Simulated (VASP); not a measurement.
# AlNi3: single point with PBE

The system is AlNi3.

```
Al Ni
1.0
     3.67368    0.00000    0.00000
     0.00000    3.52904    0.00000
     0.00000    0.00000    3.52904
Al Ni
1 3
Direct
  0.00000 0.00000 0.00000
  0.00000 0.50000 0.50000
  0.50000 0.00000 0.50000
  0.50000 0.50000 0.00000
```

This cell differs from its parent crystal: uniaxial strain along a: +3.0 %, then relaxed in part.

```json
{
  "Program": "VASP 6.6.1",
  "Task": "single point",
  "Functional": "PBE",
  "Potentials or basis": "VASP PAW PBE potentials, release 64 (Al, Ni)",
  "Cutoff": "520 eV",
  "k mesh": "14 × 14 × 14",
  "Occupations": "gaussian, width 0.1 eV",
  "Spin": "collinear spin, ferromagnetic start",
  "Starting moments": "[0.0, 0.3, 0.3, 0.3] μB",
  "Dipole correction": "no",
  "Further INCAR settings": "ALGO = Normal; EDIFF = 1e-07; NBANDS = 28"
}
```

| Quantity | Value |
| --- | --- |
| Pressure | -1.4 GPa |
| Net moment | 0.70 μB per cell |
| Site moments | Al -0.01; Ni +0.23, +0.26 (each value once) μB |
| Valence electrons inside the program's atomic spheres | Al 0.79; Ni 9.38, 9.36 (each value once) |

Stress tensor (GPa, compression positive):
```
-4.15  0.00  0.00
 0.00 -0.02  0.00
 0.00  0.00 -0.02
```

Levels at points of the mesh, in eV from the Fermi level:
Spin up:
```
           k point  band 14  band 15  band 16  band 17  band 18  band 19  band 20  band 21
(0.00, 0.00, 0.00)    -0.14    -0.14     0.00     0.32     1.15     1.15     6.04     6.73
(0.50, 0.00, 0.00)    -1.12    -1.04    -0.42     0.00     5.36     5.36     5.70     5.70
(0.00, 0.50, 0.00)    -1.09    -1.01    -0.55    -0.14     5.12     5.12     5.78     5.83
(0.50, 0.50, 0.00)    -1.15    -1.00    -0.98    -0.58     0.75     0.76     8.15     8.16
(0.00, 0.50, 0.50)    -1.13    -0.91    -0.88    -0.54     0.90     0.90     7.75     7.77
(0.50, 0.50, 0.50)    -1.14    -0.95    -0.31    -0.24    -0.24    -0.13     3.27     3.80
```
Spin down:
```
           k point  band 14  band 15  band 16  band 17  band 18  band 19
(0.00, 0.00, 0.00)     0.27     0.27     0.29     0.45     1.12     1.12
(0.50, 0.00, 0.00)    -0.82    -0.81    -0.23     0.45     5.41     5.41
(0.00, 0.50, 0.00)    -0.91    -0.79    -0.37     0.27     5.17     5.18
(0.50, 0.50, 0.00)    -1.01    -0.80    -0.60    -0.44     1.03     1.04
(0.00, 0.50, 0.50)    -1.03    -0.69    -0.51    -0.42     1.19     1.19
(0.50, 0.50, 0.50)    -0.97    -0.77    -0.15     0.05     0.13     0.13
```

Run time: 5.8 min on 1 thread of Intel(R) Xeon(R) Platinum 8559C (Emerald Rapids), with other jobs on the host, peak memory 0.56 GiB.

Caveat: the cell differs from its parent crystal (uniaxial strain along a: +3.0 %, then relaxed in part).
